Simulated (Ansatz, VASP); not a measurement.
Two plane-wave programs on Si2W

File INCAR:

```
SYSTEM = Si2W
  PREC = Accurate
  ENCUT = 520
  EDIFF = 1E-7
  ISMEAR = 0
  SIGMA = 0.15
  LREAL = .FALSE.
  LASPH = .TRUE.
  NELM = 60
  ALGO = Normal
  ISIF = 2
  LWAVE = .FALSE.
  LCHARG = .FALSE.
  NBANDS = 18
```

Contents of KPOINTS:

```
regular mesh
0
G
  18 18 18
  0 0 0
```

POSCAR

```
Si2W
1.0
   -1.5493399447      1.5493399447      4.1076100613
    1.5493399447     -1.5493399447      4.1076100613
    1.5493399447      1.5493399447     -4.1076100613
Si W
2 1
Direct
    0.3346644983      0.3346644983      0.0000000000
    0.6653355017      0.6653355017      0.0000000000
    0.0000000000      0.0000000000      0.0000000000
```

Input for Ansatz:

```yaml
crystal:
  lattice:
    - [-1.5493399447, 1.5493399447, 4.1076100613]
    - [1.5493399447, -1.5493399447, 4.1076100613]
    - [1.5493399447, 1.5493399447, -4.1076100613]
  atoms:
    - { symbol: Si, position: [0.3346644983, 0.3346644983, 0.0] }
    - { symbol: Si, position: [0.6653355017, 0.6653355017, 0.0] }
    - { symbol: W, position: [0.0, 0.0, 0.0] }
basis:
  ecutwfc: 420
kpoints:
  mp_grid: { grid: [18, 18, 18] }
hamiltonian:
  xc: lda
  pseudopotentials: { kind: paw, azcp: { folder: soft_1 } }
scf:
  occupations: { method: gaussian, width: 0.15 }
output:
  forces: true
  stress: true
  eigenvalues: true
  write_density: true
  write_potential: true
  elf: true
  volumetric_format: npy
```

Alike in both runs: task single point; functional LDA; k mesh 18 × 18 × 18; occupations gaussian, width 0.15 eV; no spin polarisation.

|  | VASP | Ansatz |
| --- | --- | --- |
| version | VASP 6.6.1 | Ansatz 0.2.0 |
| potentials or method | VASP PAW LDA potentials, release 64 (Si, W_sv), cutoff 520 eV | scalar-relativistic, plane waves, PAW |
| valence electrons in the cell | 22 | 22 |

|  | VASP | Ansatz | Ansatz less VASP |
| --- | --- | --- | --- |
| gap on the k mesh at the Fermi level (eV) | none | none | - |
| pressure (GPa) | 0.8 | 0.0 | -0.73 |
| traceless stress, the component that is largest in VASP (GPa) | -20.41 | -20.36 | +0.051 |
| rms of the force components (eV/Å) | 0.024 | 0.035 | +0.0105 |

Ansatz warns that its potentials were made for another functional, while VASP's fit it. LDA's correlation is that of Perdew and Zunger in VASP and of Perdew and Wang (1992) in Ansatz. Atom by atom the forces differ by 0.010 eV/Å (rms over components). A gap of «none» marks a metal or a gap that the smearing closes.

Spin-orbit coupling is off throughout.
